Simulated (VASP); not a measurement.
# LiSb7 (P-6m2) in VASP: relaxation of cell and atoms with PBE

Aim: the relaxation of cell and atoms of LiSb7 with PBE.

Everything below comes from runs of VASP 6.6.1. Logs are shortened: lines on timing, memory, paths and dates and some standing lists are left out, and cuts for length are marked.

### Step 1. The cell of the first run

It takes space group P-6m2 (No. 187, hexagonal). Conventional cell: a = 6.707 Å, b = 6.707 Å, c = 5.528 Å, α = 90.00°, β = 90.00°, γ = 120.00°. Li (site symmetry -6m2) has 12 Sb at 3.35 to 3.45 Å within 4.4 Å. Sb (site symmetry mm2) has 10 Sb at 3.34 to 3.37 Å and 2 Li at 3.35 Å within 4.4 Å. Sb (site symmetry mm2) has 10 Sb at 3.13 to 3.58 Å and 2 Li at 3.45 Å within 4.1 Å. Sb (site symmetry -6m2) has 12 Sb at 3.36 to 3.37 Å within 4.4 Å.

### Step 2. Relaxation of cell and atoms, PBE

INCAR reads:

```
PREC = Accurate
ENCUT = 600
EDIFF = 1E-6
ISMEAR = 0
SIGMA = 0.1
LREAL = F
LASPH = T
NELM = 100
ALGO = Normal
ISIF = 3
LWAVE = F
LCHARG = F
GGA = PE
IBRION = 2
NSW = 100
EDIFFG = -0.01
```

KPOINTS reads:

```
regular mesh
0
Gamma
  9 9 8
```

POSCAR reads:

```
LiSb7
1.0
    6.7070483210      0.0000000000      0.0000000000
   -3.3535241605      5.8084742304      0.0000000000
    0.0000000000      0.0000000000      5.5283413623
Li Sb
1 7
Direct
    0.0000000000      0.0000000000      0.5000000000
    0.9982373201      0.4991186601      0.5000000000
    0.5008813399      0.4991186601      0.5000000000
    0.5008813399      0.0017626799      0.5000000000
    0.1779787172      0.3559574345      0.0000000000
    0.1779787172      0.8220212828      0.0000000000
    0.6440425655      0.8220212828      0.0000000000
    0.6666666667      0.3333333333      0.0000000000
```

Potentials or basis: VASP PAW PBE potentials, release 64 (Li_sv, Sb).

The run is started by

```bash
$ cat potpaw_PBE.64/Li_sv/POTCAR potpaw_PBE.64/Sb/POTCAR > POTCAR
$ mpirun -np 1 vasp_std > vasp.out
```

OUTCAR:

```text
PREC = Accurate
   ENCUT = 600
   EDIFF = 1E-6
   ISMEAR = 0
   LREAL = F
   LASPH = T
   NELM = 100
   ISIF = 3
   GGA = PE
   IBRION = 2
   NSW = 100
   EDIFFG = -0.01

 ion  position               nearest neighbor table
   1  0.000  0.000  0.500-
   2  0.998  0.499  0.500-   3 3.34   4 3.34   5 3.34   5 3.34   6 3.34   6 3.34   8 3.37   8 3.37
                             3 3.37   4 3.37
   3  0.501  0.499  0.500-   2 3.34   4 3.34   5 3.34   5 3.34   7 3.34   7 3.34   8 3.37   8 3.37
                             2 3.37   4 3.37
   4  0.501  0.002  0.500-   2 3.34   3 3.34   6 3.34   7 3.34   6 3.34   7 3.34   8 3.37   8 3.37
                             3 3.37   2 3.37
   5  0.178  0.356  0.000-   6 3.13   7 3.13   3 3.34   3 3.34   2 3.34   2 3.34   8 3.36   8 3.36
                             6 3.58   7 3.58
   6  0.178  0.822  0.000-   7 3.13   5 3.13   4 3.34   4 3.34   2 3.34   2 3.34   8 3.36   8 3.36
                             7 3.58   5 3.58
   7  0.644  0.822  0.000-   6 3.13   5 3.13   4 3.34   4 3.34   3 3.34   3 3.34   8 3.36   8 3.36
                             6 3.58   5 3.58
   8  0.667  0.333  0.000-   5 3.36   7 3.36   6 3.36   6 3.36   5 3.36   7 3.36   2 3.37   2 3.37
                             4 3.37   4 3.37   3 3.37   3 3.37

  LATTYP: Found a hexagonal cell.
 ALAT       =     6.7070483210
 C/A-ratio  =     0.8242584663

  Lattice vectors:

 A1 = (   6.7070483210,   0.0000000000,   0.0000000000)
 A2 = (  -3.3535241605,   5.8084742304,   0.0000000000)
 A3 = (   0.0000000000,   0.0000000000,   5.5283413623)

Analysis of symmetry for initial positions (statically):
=====================================================================
 Subroutine PRICEL returns:
 Original cell was already a primitive cell.

 Routine SETGRP: Setting up the symmetry group for a
 hexagonal supercell.

 Subroutine GETGRP returns: Found 12 space group operations
 (whereof 12 operations were pure point group operations)
 out of a pool of 24 trial point group operations.

The static configuration has the point symmetry D_3h.

Analysis of symmetry for dynamics (positions and initial velocities):
=====================================================================
 Subroutine PRICEL returns:
 Original cell was already a primitive cell.

 Routine SETGRP: Setting up the symmetry group for a
 hexagonal supercell.

 Subroutine GETGRP returns: Found 12 space group operations
 (whereof 12 operations were pure point group operations)
 out of a pool of 24 trial point group operations.

The dynamic configuration has the point symmetry D_3h.

 Subroutine INISYM returns: Found 12 space group operations
 (whereof 12 operations are pure point group operations),
 and found     1 'primitive' translations

----------------------------------------------------------------------------------------

                                     Primitive cell

  volume of cell :     215.3716

  direct lattice vectors                    reciprocal lattice vectors
     6.707048321  0.000000000  0.000000000     0.149096883  0.086081126  0.000000000
    -3.353524161  5.808474230  0.000000000     0.000000000  0.172162251  0.000000000
     0.000000000  0.000000000  5.528341362     0.000000000  0.000000000  0.180886080

  length of vectors
     6.707048321  6.707048321  5.528341362     0.172162251  0.172162251  0.180886080

  position of ions in fractional coordinates (direct lattice)
     0.000000000  0.000000000  0.500000000
     0.998237320  0.499118660  0.500000000
     0.500881340  0.499118660  0.500000000
     0.500881340  0.001762680  0.500000000
     0.177978717  0.355957434  0.000000000
     0.177978717  0.822021283  0.000000000
     0.644042566  0.822021283  0.000000000
     0.666666667  0.333333333  0.000000000

  ion indices of the primitive-cell ions
   primitive index   ion index
                 1           1
                 2           2
                 3           3
                 4           4
                 5           5
                 6           6
                 7           7
                 8           8

----------------------------------------------------------------------------------------

 KPOINTS: regular mesh

Automatic generation of k-mesh.
 Grid dimensions read from file:
 generate k-points for:    9    9    8

 Generating k-lattice:

  Cartesian coordinates                     Fractional coordinates (reciprocal lattice)
     0.016566320  0.009564570  0.000000000     0.111111111  0.000000000  0.000000000
     0.000000000  0.019129139  0.000000000     0.000000000  0.111111111  0.000000000
     0.000000000  0.000000000  0.022610760     0.000000000  0.000000000  0.125000000

  Length of vectors
     0.019129139  0.019129139  0.022610760

  Shift w.r.t. Gamma in fractional coordinates (k-lattice)
     0.000000000  0.000000000  0.000000000

 Subroutine IBZKPT returns following result:
 ===========================================

 Found     60 irreducible k-points:

 Following reciprocal coordinates:
            Coordinates               Weight
  0.000000  0.000000  0.000000      1.000000
  0.111111  0.000000  0.000000      6.000000
  0.222222  0.000000  0.000000      6.000000
  0.333333  0.000000  0.000000      6.000000
  0.444444  0.000000  0.000000      6.000000
  0.111111  0.111111  0.000000      6.000000
[... 16 lines left out ...]
  0.333333  0.222222  0.125000     24.000000
  0.333333  0.333333  0.125000      4.000000
 [... further k-points ...]
   k-points           NKPTS =     60   k-points in BZ     NKDIM =     60   number of bands    NBANDS=     24
   number of dos      NEDOS =    301   number of ions     NIONS =      8
   total plane-waves  NPLWV = 139968
   dimension x,y,z NGX =    54 NGY =   54 NGZ =   48
   dimension x,y,z NGXF=   108 NGYF=  108 NGZF=   96
   ions per type =               1   7
   NGX,Y,Z   is equivalent  to a cutoff of  13.38, 13.38, 14.43 a.u.
   NGXF,Y,Z  is equivalent  to a cutoff of  26.77, 26.77, 28.87 a.u.
 SYSTEM =  unknown system
   PREC   = accura    normal or accurate (medium, high low for compatibility)
   ISTART =      0    job   : 0-new  1-cont  2-samecut
   ICHARG =      2    charge: 1-file 2-atom 10-const
   ISPIN  =      1    spin polarized calculation?
   LNONCOLLINEAR =      F non collinear calculations
   LSORBIT =      F    spin-orbit coupling
   LASPH  =      T    aspherical Exc in radial PAW
   ENCUT  =  600.0 eV  44.10 Ry    6.64 a.u.  13.40 13.40 11.04*2*pi/ulx,y,z
   NELM   =    100;   NELMIN=  2; NELMDL= -5     # of ELM steps
   EDIFF  = 0.1E-05   stopping-criterion for ELM
   LREAL  =      F    real-space projection
   EDIFFG = -.1E-01   stopping-criterion for IOM
   NSW    =    100    number of steps for IOM
   IBRION =      2    ionic relax: 0-MD 1-quasi-New 2-CG
   NFREE  =      1    steps in history (QN), initial steepest desc. (CG)
   ISIF   =      3    stress and relaxation
   ISYM   =      2    0-nonsym 1-usesym 2-fastsym
   POTIM  = 0.5000    time-step for ionic-motion
   TEBEG  =    0.0;   TEEND  =   0.0 temperature during run
   PSTRESS=    0.0 pullay stress
   NELECT =      38.0000    total number of electrons
   NUPDOWN=      -1.0000    fix difference up-down
   EMIN   =  10.00;   EMAX   =-10.00  energy-range for DOS
   EFERMI =   0.00;   METHOD = LEGACY
   ISMEAR =     0;   SIGMA  =   0.10  broadening in eV -4-tet -1-fermi 0-gaus
   EFERMI_NEDOS =   21; number of points for ismear=-14 and -15
   IALGO  =     38    algorithm
   IMIX   =      4    mixing-type and parameters
     AMIX     =   0.40;   BMIX     =  1.00
     AMIX_MAG =   1.60;   BMIX_MAG =  1.00
  volume/ion in A,a.u.               =      26.92       181.67
  Fermi-wavevector in a.u.,A,eV,Ry     =   0.918206  1.735157 11.471091  0.843101
  Thomas-Fermi vector in A             =   2.043261
   LORBIT       =      0    0 simple, 1 ext, 2 COOP (PROOUT), +10 PAW based schemes
   GGA     = PE    functional components
   LHFCALC =     F    Hartree Fock is set to
   AEXX    =    0.0000 exact exchange contribution
   IVDW    =     0    specifies the selected vdW correction
   LEPSILON=     F    determine dielectric tensor
   LRPA    =     F    only Hartree local field effects (RPA)
 conjugate gradient relaxation of ions
 non-spin polarized calculation
 Gauss-broadening in eV      SIGMA  =   0.10
  energy-cutoff  :      600.00
  volume of cell :      215.37
 maximum number of plane-waves:      7228
 NGX is ok and might be reduce to    54
   NGX = 27   NGY = 27   NGZ = 23

--------------------------------------- Ionic step        1  -------------------------------------------

 number of electron      38.0000007 magnetization

 Free energy of the ion-electron system (eV)
  ---------------------------------------------------
  ext. energy  EPLUGINS =         0.00000000
  ---------------------------------------------------
  free energy    TOTEN  =       -29.76612028 eV

  energy without entropy =      -29.74453158  energy(sigma->0) =      -29.75532593

------------------------ aborting loop because EDIFF is reached ----------------------------------------

  FORCE on cell =-STRESS in cart. coord.  units (eV):
  Direction    XX          YY          ZZ          XY          YZ          ZX
  --------------------------------------------------------------------------------------
  -------------------------------------------------------------------------------------
  Total       -0.5999509     -0.5999509      1.5479624      0.0000000     -0.0000000      0.0000000
  in kB       -4.4631139     -4.4631139     11.5154957      0.0000000     -0.0000000      0.0000000
  external PRESSURE =       0.8630893 kB  Pullay stress =       0.0000000 kB
[... 107 lines left out ...]
  FREE ENERGIE OF THE ION-ELECTRON SYSTEM (eV)
  ---------------------------------------------------
  free  energy   TOTEN  =       -29.8480431231 eV

  energy  without entropy=      -29.8268767280  energy(sigma->0) =      -29.83745993

[... ionic steps 4 to 18 ...]

--------------------------------------- Ionic step       19  -------------------------------------------

 number of electron      38.0000006 magnetization

------------------------ aborting loop because EDIFF is reached ----------------------------------------
[... 79 lines left out ...]
--------------------------------------- Ionic step       21  -------------------------------------------

 number of electron      38.0000006 magnetization

 Free energy of the ion-electron system (eV)
  ---------------------------------------------------
  ext. energy  EPLUGINS =         0.00000000
  ---------------------------------------------------
  free energy    TOTEN  =       -29.96131231 eV

  energy without entropy =      -29.94467891  energy(sigma->0) =      -29.95299561

 E-fermi :   7.3349     XC(G=0):  -9.7316

 val. band max:        7.3110989523   @ k =   0.3333   0.3333   0.0000
 cond. band min:       7.3406499009   @ k =   0.3333   0.3333   0.5000
 fundamental gap:      0.0295509486
 Fermi energy:         7.3349018969

 k-point     1 :       0.0000    0.0000    0.0000
  band No.  band energies     occupation
      1     -39.8244      2.00000
      2      -5.2097      2.00000
      3      -2.5497      2.00000
      4      -1.4712      2.00000
      5      -1.4712      2.00000
      6      -1.0409      2.00000
[... 637 lines left out ...]
     23       8.2595      0.00000
     24       8.6993      0.00000

 [... further k-points ...]
[... 5 lines left out ...]
  --------------------------------------------------------------------------------------
  -------------------------------------------------------------------------------------
  Total        0.0044483      0.0044483      0.0164138      0.0000000      0.0000000      0.0000000
  in kB        0.0329256      0.0329256      0.1214911      0.0000000      0.0000000      0.0000000
  external PRESSURE =       0.0624475 kB  Pullay stress =       0.0000000 kB
[... 23 lines left out ...]
  FREE ENERGIE OF THE ION-ELECTRON SYSTEM (eV)
  ---------------------------------------------------
  free  energy   TOTEN  =       -29.9613123128 eV

  energy  without entropy=      -29.9446789146  energy(sigma->0) =      -29.95299561

 reached required accuracy - stopping structural energy minimisation
```

Wall time 49 min (1 thread of Intel Xeon Platinum 8488C (Sapphire Rapids), shared host); peak memory 0.58 GiB.

What came out:

```
Free energy                            : -29.9613 eV
Relaxed volume                         : 27.06 Å³/atom
Relaxed cell                           : a = 6.656 Å, b = 6.656 Å, c = 5.642 Å, α = 90.00°, β = 90.00°, γ = 120.00°
Space group after relaxing (to 0.05 Å) : P-6m2 (No. 187)
Energy gained by relaxing              : 24.4 meV/atom
Ionic steps                            : 21
Pressure after relaxing                : 0.0 GPa
Largest force after relaxing           : 0.005 eV/Å
Band gap on the k mesh                 : zero (band 19 reaches 8.81 eV, above the bottom of band 20 at 6.70 eV)
```

Forces on the atoms (eV/Å):
```
Li   0.000  0.000  0.000
Sb  -0.004 -0.002  0.000
Sb   0.004 -0.002  0.000
Sb   0.000  0.005  0.000
Sb   0.000  0.003  0.000
Sb   0.002 -0.001  0.000
Sb  -0.002 -0.001  0.000
Sb   0.000  0.000  0.000
```

The path:
```csv
step,energy change (eV),largest force (eV/Å),pressure (GPa),volume (Å³)
1,0.0000,0.3530,0.09,215.37
2,-0.0335,0.3319,-0.16,215.81
3,-0.0819,0.2306,-0.70,216.99
4,-0.1056,0.2194,0.18,212.90
5,-0.1079,0.2136,0.60,211.15
6,-0.1287,0.1650,0.52,211.01
7,-0.1671,0.1069,0.68,210.57
8,-0.1680,0.1261,0.91,210.39
9,-0.1738,0.1819,-0.79,217.92
10,-0.1804,0.1553,-0.10,214.67
11,-0.1861,0.1240,-0.06,214.85
12,-0.1933,0.0159,0.09,215.28
13,-0.1933,0.0139,0.11,215.31
14,-0.1937,0.0513,-0.19,216.73
15,-0.1939,0.0376,-0.08,216.20
16,-0.1947,0.0321,0.02,216.02
17,-0.1948,0.0301,0.05,215.95
18,-0.1951,0.0147,-0.02,216.41
19,-0.1951,0.0087,-0.04,216.58
20,-0.1951,0.0203,0.08,216.27
21,-0.1952,0.0048,0.01,216.46
```

Final structure:
```cif
data_structure
_symmetry_space_group_name_H-M 'P 1'
_symmetry_Int_Tables_number 1
_cell_length_a 6.6560
_cell_length_b 6.6560
_cell_length_c 5.6419
_cell_angle_alpha 90.000
_cell_angle_beta 90.000
_cell_angle_gamma 120.000
_cell_volume 216.46
loop_
_atom_site_label
_atom_site_type_symbol
_atom_site_fract_x
_atom_site_fract_y
_atom_site_fract_z
_atom_site_occupancy
Li1 Li 0.00000 0.00000 0.50000 1
Sb1 Sb 0.97776 0.48888 0.50000 1
Sb2 Sb 0.51112 0.48888 0.50000 1
Sb3 Sb 0.51112 0.02224 0.50000 1
Sb4 Sb 0.15251 0.30501 0.00000 1
Sb5 Sb 0.15251 0.84749 0.00000 1
Sb6 Sb 0.69499 0.84749 0.00000 1
Sb7 Sb 0.66667 0.33333 0.00000 1
```

Levels at points of the mesh, in eV from the Fermi level:
```tsv
k point	band 17	band 18	band 19	band 20	band 21	band 22
(0.00, 0.00, 0.00)	-1.68	-1.62	-0.03	-0.03	1.05	1.42
(0.00, 0.00, 0.50)	0.25	1.47	1.47	1.73	1.73	1.99
```

Caveat: the cutoff is under 1.25 times the usual one of these potentials, so pressure, stress and relaxed cells hold a basis-set (Pulay) error; spin-orbit coupling is left out, which moves the levels of the heavy elements.
